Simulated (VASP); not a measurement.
Here is a VASP 6.6.1 calculation.

INCAR

```
SYSTEM = PbS
ALGO = Normal ; EDIFF = 1E-6
ENCUT = 520 ; GGA = PE
ISIF = 2 ; ISMEAR = 0
IVDW = 12 ; LASPH = .True.
LCHARG = .False. ; LREAL = .False.
LWAVE = .False. ; NBANDS = 17
NELM = 100 ; PREC = Accurate
SIGMA = 0.03
```

The input KPOINTS:

```
k-points
0
Gamma
  12 12 12
  0 0 0
```

The input POSCAR:

```
PbS
1.0
    2.1566831551      1.2451616001      3.2426310994
   -2.1566831551      1.2451616001      3.2426310994
    0.0000000000     -2.4903232003      3.2426310994
Pb S
1 1
Direct
    0.9779892340      0.9779892340      0.9779892340
    0.4776120960      0.4776120960      0.4776120960
```

Potentials or basis: VASP PAW PBE potentials, release 64 (Pb_d, S).

Command:

```sh
$ cat potpaw_PBE.64/Pb_d/POTCAR potpaw_PBE.64/S/POTCAR > POTCAR
$ mpirun -np 1 vasp_std > vasp.out
```

Problem. Estimate the dispersion energy per atom.

Solution. -0.347 eV.

Problem. Estimate the band gap on the k mesh.

Solution. Zero (band 10 reaches 5.89 eV, above the bottom of band 11 at 5.76 eV).

Problem. Predict the largest force.

Solution. 0.003 eV/Å.

Stress tensor (GPa, compression positive):
```
-1.18  0.00  0.00
 0.00 -1.18  0.00
 0.00  0.00  1.56
```

Caveat: spin-orbit coupling is left out, which moves the levels of the heavy elements; pairwise dispersion overbinds metals, which lowers pressure and volume.
